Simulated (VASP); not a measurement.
## Sc2TiN3: relaxation of cell and atoms with PBE

The system is Sc2TiN3.

```xyz
6
Lattice="-1.6043 2.2706 4.8179 1.6043 -2.2706 4.8179 1.6043 2.2706 -4.8179" Properties=species:S:1:pos:R:3 pbc="T T T"
Sc    0.0000    0.0000    6.4239
Sc    0.0000    0.0000    3.2120
Ti    0.0000    0.0000    0.0000
N     0.0000    2.2706    3.2120
N     1.6043    0.0000    1.6060
N     0.0000    2.2706    0.0000
```

```yaml
Program: VASP 6.6.1
Task: relaxation of cell and atoms
Functional: PBE
Potentials_or_basis: VASP PAW PBE potentials, release 64 (Sc_sv, Ti_sv, N)
Cutoff: 600 eV
k_mesh: 4 × 4 × 4
Occupations: gaussian, width 0.15 eV
Spin: collinear spin
Starting_moments: "[0.0, 0.0, 1.0, 0.0, 0.0, 0.0] μB"
Dipole_correction: no
Further_INCAR_settings: ALGO = Normal; EDIFF = 1e-06; IBRION = 2; EDIFFG = -0.08; NSW = 36; ISIF = 3
```

```yaml
Relaxed_volume: 10.73 Å³/atom
Relaxed_cell: a = 5.413 Å, b = 5.413 Å, c = 5.413 Å, α = 146.61°, β = 131.88°, γ = 59.84°
Space_group_after_relaxing_to_0.1_Å: Immm (No. 71)
Energy_gained_by_relaxing: 61.3 meV/atom
Ionic_steps: 6
Pressure_after_relaxing: 0.5 GPa
Largest_force_after_relaxing: 0.060 eV/Å
Net_moment: 0.00 μB per cell
Valence_electrons_inside_the_program's_atomic_spheres: Sc 9.70; Ti 10.21; N 3.70
```

Forces in eV/Å, atoms in the order of the input:
```
Sc   0.000  0.000 -0.060
Sc   0.000  0.000  0.060
Ti   0.000  0.000  0.000
N    0.000  0.000 -0.010
N    0.000  0.000  0.010
N    0.000  0.000  0.000
```

Stress tensor (GPa, compression positive):
```
0.25 0.00 0.00
0.00 1.07 0.00
0.00 0.00 0.20
```

Step by step:
```
step  energy change (eV)  largest force (eV/Å)  pressure (GPa)  volume (Å³)
   1              0.0000                0.9164          -15.43        70.20
   2             -0.0157                0.5149           22.40        59.37
   3             -0.3268                0.7818            0.72        64.40
   4             -0.3269                0.7772            1.09        64.28
   5             -0.3644                0.2319            0.65        64.37
   6             -0.3679                0.0603            0.51        64.41
```

Final structure:
```yaml
crystal:
  lattice:
    - [-1.55520, 2.20695, 4.69140]
    - [1.55520, -2.20695, 4.69140]
    - [1.55520, 2.20695, -4.69140]
  atoms:
    - { symbol: Sc, position: [0.66726, 0.66726, 0.00000] }
    - { symbol: Sc, position: [0.33274, 0.33274, 0.00000] }
    - { symbol: Ti, position: [0.00000, 0.00000, 0.00000] }
    - { symbol: N, position: [0.84118, 0.34118, 0.50000] }
    - { symbol: N, position: [0.15882, 0.65882, 0.50000] }
    - { symbol: N, position: [0.50000, 0.00000, 0.50000] }
```

Levels at points of the mesh, in eV from the Fermi level:
Spin up:
| k point | band 22 | band 23 | band 24 | band 25 | band 26 | band 27 |
| --- | --- | --- | --- | --- | --- | --- |
| (0.00, 0.00, 0.00) | -1.34 | -1.31 | -1.31 | 0.29 | 0.30 | 0.57 |
| (0.50, 0.00, 0.00) | -3.19 | -3.06 | -2.80 | -0.07 | 0.82 | 1.50 |
| (0.00, 0.50, 0.00) | -3.61 | -2.32 | -2.28 | -1.74 | 0.50 | 1.27 |
| (0.50, 0.50, 0.00) | -4.08 | -3.83 | -3.74 | 1.13 | 1.39 | 1.84 |
| (0.50, 0.50, 0.50) | -2.68 | -2.33 | -2.32 | -1.70 | 0.52 | 1.38 |
Spin down:
| k point | band 22 | band 23 | band 24 | band 25 | band 26 | band 27 |
| --- | --- | --- | --- | --- | --- | --- |
| (0.00, 0.00, 0.00) | -1.34 | -1.31 | -1.31 | 0.29 | 0.30 | 0.57 |
| (0.50, 0.00, 0.00) | -3.19 | -3.06 | -2.80 | -0.07 | 0.82 | 1.50 |
| (0.00, 0.50, 0.00) | -3.61 | -2.32 | -2.28 | -1.74 | 0.50 | 1.27 |
| (0.50, 0.50, 0.00) | -4.08 | -3.83 | -3.74 | 1.13 | 1.39 | 1.84 |
| (0.50, 0.50, 0.50) | -2.68 | -2.33 | -2.32 | -1.70 | 0.52 | 1.38 |

Run time: 20 min on 1 thread of Oxide Virtual Turin-like Processor (shared host), peak memory 0.42 GiB.

Caveat: the k points lie up to 0.53 Å⁻¹ apart in the final cell; the relaxation stopped at a loose force limit of 0.08 eV/Å, so its end isn't a converged minimum.
